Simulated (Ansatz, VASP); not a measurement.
## Zr in VASP and in Ansatz

```
CELL_PARAMETERS angstrom
3.23200 0.00000 0.00000
-1.61600 2.79899 0.00000
0.00000 0.00000 5.09553
ATOMIC_POSITIONS crystal
Zr 0.33333 0.66667 0.25000
Zr 0.66667 0.33333 0.75000
```

Change from the starting cell: zz strain of -1 %, crystal datasets.

Alike in both runs: task electric field gradients; functional LDA; k mesh 13 × 13 × 7; occupations fermi-dirac, width 0.03 eV; no spin polarisation.

|  | VASP | Ansatz |
| --- | --- | --- |
| version | VASP 6.6.1 | Ansatz 0.2.0 |
| potentials or method | VASP PAW LDA potentials, release 64 (Zr_sv), cutoff 520 eV | all-electron PAW with datasets made for the crystal, scalar-relativistic |

VASP gave:

- pressure (GPa): -5.1
- traceless stress, the component that is largest in VASP (GPa): 1.07
- size of Vzz on the site where it differs most (V/Å²): 48.6

Problem. What did Ansatz give for the same quantities?

Solution. Pressure (GPa): -5.2; traceless stress, the component that is largest in VASP (GPa): 1.06; size of Vzz on the site where it differs most (V/Å²): 48.7.

LDA's correlation is that of Perdew and Zunger in VASP and of Perdew and Wang (1992) in Ansatz. Ansatz ran all-electron here, and VASP with PAW potentials.
